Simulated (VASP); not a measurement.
# NaPt (P-6m2) in VASP: single point with LDA

Aim: the single point of NaPt with LDA.

Everything below comes from runs of VASP 6.6.1. Logs are shortened: lines on timing, memory, paths and dates and some standing lists are left out, and cuts for length are marked.

### Step 1. The cell of the first run

It takes space group P-6m2 (No. 187, hexagonal). Conventional cell: a = 2.806 Å, b = 2.806 Å, c = 4.078 Å, α = 90.00°, β = 90.00°, γ = 120.00°. Within 3.4 Å of Na (site symmetry -6m2) lie 6 Pt at 2.60 Å and 6 Na at 2.81 Å. Within 3.4 Å of Pt (site symmetry -6m2) lie 6 Na at 2.60 Å and 6 Pt at 2.81 Å.

### Step 2. Single point, LDA (13.90 Å³/atom)

Contents of INCAR:

```
PREC = Accurate
ENCUT = 520
EDIFF = 1E-6
ISMEAR = 0
SIGMA = 0.15
LREAL = False
LASPH = True
NELM = 60
ALGO = Normal
ISIF = 2
LWAVE = False
LCHARG = False
NBANDS = 16
```

Contents of KPOINTS:

```
regular mesh
0
Gamma
  21 21 10
```

Contents of POSCAR:

```
NaPt
1.0
    2.8063052859      0.0000000000      0.0000000000
   -1.4031526429      2.4303316683      0.0000000000
    0.0000000000      0.0000000000      4.0775615804
Na Pt
1 1
Direct
    0.6666666667      0.3333333333      0.5000000000
    0.3333333333      0.6666666667      0.0000000000
```

Potentials or basis: VASP PAW LDA potentials, release 64 (Na_pv, Pt).

On the command line:

```sh
$ cat potpaw_LDA.64/Na_pv/POTCAR potpaw_LDA.64/Pt/POTCAR > POTCAR
$ mpirun -np 1 vasp_std > vasp.out
```

OUTCAR:

```text
PREC = Accurate
   ENCUT = 520
   EDIFF = 1E-6
   ISMEAR = 0
   LREAL = False
   LASPH = True
   NELM = 60
   ISIF = 2

 ion  position               nearest neighbor table
   1  0.667  0.333  0.500-   2 2.60   2 2.60   2 2.60   2 2.60   2 2.60   2 2.60
   2  0.333  0.667  0.000-   1 2.60   1 2.60   1 2.60   1 2.60   1 2.60   1 2.60

  LATTYP: Found a hexagonal cell.
 ALAT       =     2.8063052859
 C/A-ratio  =     1.4530000000

  Lattice vectors:

 A1 = (   2.8063052859,   0.0000000000,   0.0000000000)
 A2 = (  -1.4031526429,   2.4303316683,   0.0000000000)
 A3 = (   0.0000000000,   0.0000000000,   4.0775615804)

Analysis of symmetry for initial positions (statically):
=====================================================================
 Subroutine PRICEL returns:
 Original cell was already a primitive cell.

 Routine SETGRP: Setting up the symmetry group for a
 hexagonal supercell.

 Subroutine GETGRP returns: Found 12 space group operations
 (whereof 12 operations were pure point group operations)
 out of a pool of 24 trial point group operations.

The static configuration has the point symmetry D_3h.

Analysis of symmetry for dynamics (positions and initial velocities):
=====================================================================
 Subroutine PRICEL returns:
 Original cell was already a primitive cell.

 Routine SETGRP: Setting up the symmetry group for a
 hexagonal supercell.

 Subroutine GETGRP returns: Found 12 space group operations
 (whereof 12 operations were pure point group operations)
 out of a pool of 24 trial point group operations.

The dynamic configuration has the point symmetry D_3h.

 Subroutine INISYM returns: Found 12 space group operations
 (whereof 12 operations are pure point group operations),
 and found     1 'primitive' translations

----------------------------------------------------------------------------------------

                                     Primitive cell

  volume of cell :      27.8100

  direct lattice vectors                    reciprocal lattice vectors
     2.806305286  0.000000000  0.000000000     0.356340418  0.205733237  0.000000000
    -1.403152643  2.430331668  0.000000000     0.000000000  0.411466473  0.000000000
     0.000000000  0.000000000  4.077561580     0.000000000  0.000000000  0.245244610

  length of vectors
     2.806305286  2.806305286  4.077561580     0.411466473  0.411466473  0.245244610

  position of ions in fractional coordinates (direct lattice)
     0.666666667  0.333333333  0.500000000
     0.333333333  0.666666667  0.000000000

  ion indices of the primitive-cell ions
   primitive index   ion index
                 1           1
                 2           2

----------------------------------------------------------------------------------------

 KPOINTS: regular mesh

Automatic generation of k-mesh.
 Grid dimensions read from file:
 generate k-points for:   21   21   10

 Generating k-lattice:

  Cartesian coordinates                     Fractional coordinates (reciprocal lattice)
     0.016968591  0.009796821  0.000000000     0.047619048  0.000000000  0.000000000
     0.000000000  0.019593642  0.000000000     0.000000000  0.047619048  0.000000000
     0.000000000  0.000000000  0.024524461     0.000000000  0.000000000  0.100000000

  Length of vectors
     0.019593642  0.019593642  0.024524461

  Shift w.r.t. Gamma in fractional coordinates (k-lattice)
     0.000000000  0.000000000  0.000000000

 Subroutine IBZKPT returns following result:
 ===========================================

 Found    288 irreducible k-points:

 Following reciprocal coordinates:
            Coordinates               Weight
  0.000000  0.000000  0.000000      1.000000
  0.047619 -0.000000  0.000000      6.000000
  0.095238 -0.000000  0.000000      6.000000
  0.142857  0.000000  0.000000      6.000000
  0.190476 -0.000000  0.000000      6.000000
  0.238095 -0.000000  0.000000      6.000000
[... 16 lines left out ...]
  0.142857  0.095238  0.000000     12.000000
  0.190476  0.095238  0.000000     12.000000
 [... further k-points ...]
   k-points           NKPTS =    288   k-points in BZ     NKDIM =    288   number of bands    NBANDS=     16
   number of dos      NEDOS =    301   number of ions     NIONS =      2
   total plane-waves  NPLWV =  17280
   dimension x,y,z NGX =    24 NGY =   24 NGZ =   30
   dimension x,y,z NGXF=    48 NGYF=   48 NGZF=   60
   ions per type =               1   1
   NGX,Y,Z   is equivalent  to a cutoff of  14.22, 14.22, 12.23 a.u.
   NGXF,Y,Z  is equivalent  to a cutoff of  28.44, 28.44, 24.46 a.u.
 SYSTEM =  unknown system
   PREC   = accura    normal or accurate (medium, high low for compatibility)
   ISTART =      0    job   : 0-new  1-cont  2-samecut
   ICHARG =      2    charge: 1-file 2-atom 10-const
   ISPIN  =      1    spin polarized calculation?
   LNONCOLLINEAR =      F non collinear calculations
   LSORBIT =      F    spin-orbit coupling
   LASPH  =      T    aspherical Exc in radial PAW
   ENCUT  =  520.0 eV  38.22 Ry    6.18 a.u.   5.22  5.22  7.58*2*pi/ulx,y,z
   NELM   =     60;   NELMIN=  2; NELMDL= -5     # of ELM steps
   EDIFF  = 0.1E-05   stopping-criterion for ELM
   LREAL  =      F    real-space projection
   EDIFFG = 0.1E-04   stopping-criterion for IOM
   NSW    =      0    number of steps for IOM
   IBRION =     -1    ionic relax: 0-MD 1-quasi-New 2-CG
   NFREE  =      0    steps in history (QN), initial steepest desc. (CG)
   ISIF   =      2    stress and relaxation
   ISYM   =      2    0-nonsym 1-usesym 2-fastsym
   POTIM  = 0.5000    time-step for ionic-motion
   TEBEG  =    0.0;   TEEND  =   0.0 temperature during run
   PSTRESS=    0.0 pullay stress
   NELECT =      17.0000    total number of electrons
   NUPDOWN=      -1.0000    fix difference up-down
   EMIN   =  10.00;   EMAX   =-10.00  energy-range for DOS
   EFERMI =   0.00;   METHOD = LEGACY
   ISMEAR =     0;   SIGMA  =   0.15  broadening in eV -4-tet -1-fermi 0-gaus
   EFERMI_NEDOS =   21; number of points for ismear=-14 and -15
   IALGO  =     38    algorithm
   IMIX   =      4    mixing-type and parameters
     AMIX     =   0.40;   BMIX     =  1.00
     AMIX_MAG =   1.60;   BMIX_MAG =  1.00
  volume/ion in A,a.u.               =      13.90        93.84
  Fermi-wavevector in a.u.,A,eV,Ry     =   1.389390  2.625566 26.264745  1.930404
  Thomas-Fermi vector in A             =   2.513425
   LORBIT       =      0    0 simple, 1 ext, 2 COOP (PROOUT), +10 PAW based schemes
   GGA     = CA    functional components
   LHFCALC =     F    Hartree Fock is set to
   AEXX    =    0.0000 exact exchange contribution
   IVDW    =     0    specifies the selected vdW correction
   LEPSILON=     F    determine dielectric tensor
   LRPA    =     F    only Hartree local field effects (RPA)
 non-spin polarized calculation
 Gauss-broadening in eV      SIGMA  =   0.15
  energy-cutoff  :      520.00
  volume of cell :       27.81
 maximum number of plane-waves:       760
 NGX is ok and might be reduce to    24
   NGX = 11   NGY = 11   NGZ = 15

 number of electron      16.9999999 magnetization

 Free energy of the ion-electron system (eV)
  ---------------------------------------------------
  ext. energy  EPLUGINS =         0.00000000
  ---------------------------------------------------
  free energy    TOTEN  =        -8.78867413 eV

  energy without entropy =       -8.78325651  energy(sigma->0) =       -8.78596532

 E-fermi :   7.6876     XC(G=0): -12.2522

 val. band max:        7.6873967299   @ k =   0.2381   0.1429   0.5000
 cond. band min:       7.6985841060   @ k =   0.4762   0.0000   0.0000
 fundamental gap:      0.0111873761
 Fermi energy:         7.6876085671

 k-point     1 :       0.0000    0.0000    0.0000
  band No.  band energies     occupation
      1     -15.9624      2.00000
      2     -15.7885      2.00000
      3     -15.7885      2.00000
      4      -0.4891      2.00000
      5       2.9965      2.00000
      6       4.5896      2.00000
[... 8 lines left out ...]
     15      28.5594      0.00000
     16      28.5594      0.00000

 k-point     2 :       0.0476   -0.0000    0.0000
  band No.  band energies     occupation
      1     -15.9612      2.00000
      2     -15.7991      2.00000
      3     -15.7906      2.00000
      4      -0.4048      2.00000
      5       3.0334      2.00000
      6       4.5442      2.00000
[... 8 lines left out ...]
     15      28.1870      0.00000
     16      28.6180      0.00000

 k-point     3 :       0.0952   -0.0000    0.0000
  band No.  band energies     occupation
      1     -15.9575      2.00000
      2     -15.8296      2.00000
      3     -15.7965      2.00000
      4      -0.1567      2.00000
      5       3.1396      2.00000
      6       4.4217      2.00000
[... 8 lines left out ...]
     15      27.4026      0.00000
     16      28.7871      0.00000

 k-point     4 :       0.1429    0.0000    0.0000
  band No.  band energies     occupation
      1     -15.9518      2.00000
      2     -15.8770      2.00000
      3     -15.8058      2.00000
      4       0.2391      2.00000
      5       3.2976      2.00000
      6       4.2661      2.00000
[... 8 lines left out ...]
     15      26.5171      0.00000
     16      29.0467      0.00000
[... 324 lines left out ...]
 k-point    22 :       0.0952    0.0952    0.0000
  band No.  band energies     occupation
      1     -15.9486      2.00000
      2     -15.9009      2.00000
      3     -15.8138      2.00000
      4       0.4732      2.00000
      5       3.3985      2.00000
      6       4.1288      2.00000
[... 8 lines left out ...]
     15      26.1435      0.00000
     16      28.7877      0.00000

 k-point    23 :       0.1429    0.0952    0.0000
  band No.  band energies     occupation
      1     -15.9545      2.00000
      2     -15.9415      2.00000
      3     -15.8282      2.00000
      4       0.9804      2.00000
      5       3.5766      2.00000
      6       3.9704      2.00000
[... 8 lines left out ...]
     15      25.5382      0.00000
     16      28.4737      0.00000

 k-point    24 :       0.1905    0.0952    0.0000
  band No.  band energies     occupation
      1     -16.0138      2.00000
      2     -15.9336      2.00000
      3     -15.8445      2.00000
      4       1.5434      2.00000
      5       3.6224      2.00000
      6       4.0463      2.00000
[... 8 lines left out ...]
     15      25.6827      0.00000
     16      27.9748      0.00000

 [... further k-points ...]

------------------------ aborting loop because EDIFF is reached ----------------------------------------

  FORCE on cell =-STRESS in cart. coord.  units (eV):
  Direction    XX          YY          ZZ          XY          YZ          ZX
  --------------------------------------------------------------------------------------
  -------------------------------------------------------------------------------------
  Total        1.3016717      1.3016717      7.0553831      0.0000000      0.0000000      0.0000000
  in kB       74.9913306     74.9913306    406.4715879      0.0000000      0.0000000      0.0000000
  external PRESSURE =     185.4847497 kB  Pullay stress =       0.0000000 kB

 VOLUME and BASIS-vectors are now :
 -----------------------------------------------------------------------------
  energy-cutoff  :      520.00
  volume of cell :       27.81
      direct lattice vectors                 reciprocal lattice vectors
     2.806305286  0.000000000  0.000000000     0.356340418  0.205733237  0.000000000
    -1.403152643  2.430331668  0.000000000     0.000000000  0.411466473  0.000000000
     0.000000000  0.000000000  4.077561580     0.000000000  0.000000000  0.245244610

 POSITION                                       TOTAL-FORCE (eV/Angst)
 -----------------------------------------------------------------------------------
      1.40315      0.81011      2.03878        -0.000000      0.000000      0.000000
     -0.00000      1.62022      0.00000         0.000000     -0.000000      0.000000
 -----------------------------------------------------------------------------------
    total drift:                                0.000000     -0.000000      0.000000

  FREE ENERGIE OF THE ION-ELECTRON SYSTEM (eV)
  ---------------------------------------------------
  free  energy   TOTEN  =        -8.7886741326 eV

  energy  without entropy=       -8.7832565141  energy(sigma->0) =       -8.78596532
```

It took 89 s on 1 thread of Intel Xeon 8259CL, shared host; peak memory 0.23 GiB.

Results:

```yaml
Free_energy: -8.7887 eV
Pressure: 18.5 GPa
Band_gap_on_the_k_mesh: zero (an odd number of electrons rules out a gap without spin polarisation)
```

Caveat: the cell stands under pressure; spin-orbit coupling is left out, which moves the levels of the heavy elements.
